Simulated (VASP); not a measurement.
A run of VASP 6.6.1:

The input INCAR:

```
PREC = Accurate
ENCUT = 520
EDIFF = 1E-6
ISMEAR = -1
SIGMA = 0.05
LREAL = False
LASPH = True
NELM = 150
ALGO = Normal
ISIF = 2
LWAVE = False
LCHARG = True
ISPIN = 2
MAGMOM = 0.691 0.691
LORBIT = 11
LMAXMIX = 4
GGA = RP
LELF = True
LVHAR = True
NBANDS = 21
```

The input KPOINTS:

```
regular mesh
0
Gamma
  20 20 15
```

POSCAR

```
Ni
1.0
    2.5085318010      0.0000000000      0.0000000000
    0.0000000000      2.5085318010      0.0000000000
    0.0000000000      0.0000000000      3.5439335474
Ni
2
Direct
    0.0000000000      0.0000000000      0.0000000000
    0.5000000000      0.5000000000      0.5000000000
```

Potentials or basis: VASP PAW PBE potentials, release 64 (Ni).

Launch:

```sh
$ cat potpaw_PBE.64/Ni/POTCAR > POTCAR
$ mpirun -np 1 vasp_std > vasp.out
```

Hardware: 1 thread of Intel(R) Xeon(R) Platinum 8488C (Sapphire Rapids) (shared host).

Question: How long does it take, and how much memory?

Answer: Run time: 5.2 min on 1 thread of Intel(R) Xeon(R) Platinum 8488C (Sapphire Rapids), with other jobs on the host, peak memory 0.41 GiB. Counts: scf iterations 14, k points 528.
